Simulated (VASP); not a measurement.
A run of VASP 6.6.1 is set up as follows.

Contents of INCAR:

```
  PREC = Accurate
  ENCUT = 520
  EDIFF = 1E-6
  ISMEAR = 0
  SIGMA = 0.15
  LREAL = False
  LASPH = True
  NELM = 60
  ALGO = Normal
  ISIF = 2
  LWAVE = False
  LCHARG = False
  GGA = PS
  NBANDS = 26
```

KPOINTS

```
regular mesh
0
Gamma
  6 6 1
```

POSCAR

```
Be6H
1.0
    4.5800000000      0.0000000000      0.0000000000
    2.2900000000      3.9663960000      0.0000000000
    0.0000000000      0.0000000000     15.5884300000
Be H
12 2
Direct
    0.0000000000      0.0000000000      0.0641500780
    0.5000000000      0.0000000000      0.0641500780
    0.0000000000      0.5000000000      0.0641500780
    0.5000000000      0.5000000000      0.0641500780
   -0.1666628741      0.3333419053      0.1827532984
    0.3333320383      0.3333608142      0.1827433552
   -0.1666476602      0.8333494689      0.1827677964
    0.3333005893      0.8334049349      0.1827577248
   -0.0000508933      0.0003262407      0.3014118163
    0.4998775999      0.0001225294      0.3014253520
   -0.0000790133      0.5002929612      0.3013511944
    0.4999230390      0.5000569787      0.3014161785
    0.0844291541      1.1414054472      0.5014546045
    0.0663746119      1.1963734836      0.5480954144
```

Potentials or basis: VASP PAW PBE potentials, release 64 (Be, H).

Run with:

```bash
$ cat potpaw_PBE.64/Be/POTCAR potpaw_PBE.64/H/POTCAR > POTCAR
$ mpirun -np 1 vasp_std > vasp.out
```

(1) What does it give for the band gap on the k mesh?

(2) What does it give for the largest force?

## Answers

(1) zero (bands 13 and 14 overlap by 2.57 eV).

(2) 0.016 eV/Å.

Caveat: there is no dipole correction, which matters where the two faces differ; the PAW data sets were made with another functional, which shifts forces and pressure a little.
